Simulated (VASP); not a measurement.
**MnB6: single point with PBE**

The system is MnB6.

```
Mn B
1.0
     2.95461   -2.44253    0.00117
     2.95461    2.44253    0.00117
    -0.03267    0.00000    3.60403
Mn B
1 6
Cartesian
  0.0000 0.0000 0.0000
  1.5694 -0.9432 2.7137
  4.3071 -0.9432 0.8927
  4.3071 0.9432 0.8927
  1.5694 0.9432 2.7137
  2.9383 1.4000 1.8032
  2.9383 -1.4000 1.8032
```

```yaml
Program: VASP 6.6.1
Task: single point
Functional: PBE
Potentials_or_basis: VASP PAW PBE potentials, release 64 (Mn_pv, B)
Cutoff: 520 eV
k_mesh: 8 × 8 × 8
Occupations: gaussian, width 0.1 eV
Spin: no spin polarisation
Dipole_correction: no
Further_INCAR_settings: ALGO = Normal; EDIFF = 1e-06; NBANDS = 24
```

- Pressure: 0.0 GPa
- Band gap on the k mesh: zero (an odd number of electrons rules out a gap without spin polarisation)

Stress tensor (GPa, compression positive):
```
 0.05  0.00 -0.07
 0.00  0.03  0.00
-0.07  0.00 -0.05
```

Levels at points of the mesh, in eV from the Fermi level:
```
           k point  band 13  band 14  band 15  band 16  band 17  band 18
(0.00, 0.00, 0.00)    -3.40    -3.37    -1.38     0.70     2.78     3.14
(0.50, 0.00, 0.00)    -2.82    -2.39    -2.26     0.11     1.96     2.63
(0.50, 0.50, 0.00)    -3.26    -2.61    -0.68    -0.16     0.93     3.57
(0.00, 0.00, 0.50)    -3.32    -2.66    -1.20     0.43     1.13     1.77
(0.50, 0.00, 0.50)    -2.20    -2.05    -1.42    -0.50     0.58     1.91
(0.50, 0.50, 0.50)    -1.64    -1.41    -0.85    -0.71     0.86     3.38
```

It took 4.6 min on 1 thread of Intel Xeon 8259CL (shared host), peak memory 0.28 GiB.

Caveat: the run has no spin polarisation, though such a crystal can be magnetic. Spin polarisation is off, so any magnetic state and its effect on volume and gap are missing.
